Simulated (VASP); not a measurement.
Write the native input for VASP 6.6.1 that does the following.

| Item | Value |
| --- | --- |
| Task | single point |
| Functional | PBEsol |
| Potentials or basis | VASP PAW PBE potentials, release 64 (Na_pv) |
| Cutoff | 520 eV |
| k mesh | 8 × 8 × 3 |
| Occupations | fermi-dirac, width 0.05 eV |
| Spin | no spin polarisation |
| Dipole correction | no |
| Further INCAR settings | ALGO = Normal; EDIFF = 1e-06; NBANDS = 22 |

The structure of Na lies in POSCAR:

```
Na
1.0
    3.6503718133      0.0000000000      0.0000000000
   -1.8251859066      3.1613147235      0.0000000000
    0.0000000000      0.0000000000     12.3678775047
Na
4
Direct
    0.6666666667      0.3333333333      0.7500000000
    0.0000000000      0.0000000000      0.5000000000
    0.3333333333      0.6666666667      0.2500000000
    0.0000000000      0.0000000000      0.0000000000
```

This cell differs from its parent crystal: volume scaled by 0.96.

One way to write it, as run:

INCAR

```
SYSTEM = Na
ALGO = Normal ; EDIFF = 1E-6
ENCUT = 520 ; GGA = PS
ISIF = 2 ; ISMEAR = -1
LASPH = .TRUE. ; LCHARG = .TRUE.
LELF = .TRUE. ; LREAL = .FALSE.
LVHAR = .TRUE. ; LWAVE = .FALSE.
NBANDS = 22 ; NELM = 60
PREC = Accurate ; SIGMA = 0.05
```

KPOINTS

```
k-points
0
G
  8 8 3
  0 0 0
```

Potentials or basis: VASP PAW PBE potentials, release 64 (Na_pv).

The run is started by

```console
$ cat potpaw_PBE.64/Na_pv/POTCAR > POTCAR
$ mpirun -np 1 vasp_std > vasp.out
```

It gave:

```yaml
Pressure: 0.2 GPa
Band_gap_on_the_k_mesh: zero (band 14 reaches 1.59 eV, above the bottom of band 15 at -1.94 eV)
```

Caveat: the PAW data sets were made with another functional, which shifts forces and pressure a little.

It took 74 s on 1 thread of AMD EPYC 7R13 (shared host), peak memory 0.23 GiB.
